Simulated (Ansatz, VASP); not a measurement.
## Two plane-wave programs on SiC

INCAR

```
SYSTEM = SiC
PREC = Accurate
ENCUT = 520
EDIFF = 1E-6
ISMEAR = 0
SIGMA = 0.05
LREAL = .False.
LASPH = .True.
NELM = 60
ALGO = Normal
ISIF = 2
LWAVE = .False.
LCHARG = .False.
GGA = PS
NBANDS = 11
```

Contents of KPOINTS:

```
Automatic mesh
0
Gamma
  14 14 14
  0 0 0
```

POSCAR

```
SiC
1.0
    0.0000000000      2.1898506880      2.1898506880
    2.1898506880      0.0000000000      2.1898506880
    2.1898506880      2.1898506880      0.0000000000
Si C
1 1
Direct
    0.0000000000      0.0000000000      0.0000000000
    0.7500000000      0.7500000000      0.7500000000
```

Input for Ansatz:

```yaml
crystal:
  lattice:
    - [0.0, 2.189850688, 2.189850688]
    - [2.189850688, 0.0, 2.189850688]
    - [2.189850688, 2.189850688, 0.0]
  atoms:
    - { symbol: Si, position: [0.0, 0.0, 0.0] }
    - { symbol: C, position: [0.75, 0.75, 0.75] }
basis:
  ecutwfc: 420
  ecutrho_ratio: 4
kpoints:
  mp_grid: { grid: [14, 14, 14] }
hamiltonian:
  xc: pbesol
scf:
  occupations: { method: gaussian, width: 0.05 }
output:
  forces: true
  stress: true
```

Alike in both runs: task single point; functional PBEsol; k mesh 14 × 14 × 14; occupations gaussian, width 0.05 eV; no spin polarisation.

|  | VASP | Ansatz |
| --- | --- | --- |
| version | VASP 6.6.1 | Ansatz 0.2.0 |
| potentials or method | VASP PAW PBE potentials, release 64 (Si, C), cutoff 520 eV | scalar-relativistic, plane waves, PAW |
| valence electrons in the cell | 8 | 8 |

```csv
,VASP,Ansatz,Ansatz less VASP
pressure (GPa),-3.0,-3.4,-0.34
```

VASP's potentials were made for PBE, not for PBEsol. With one functional, cell and mesh, what is left measures potentials, basis and numerics.
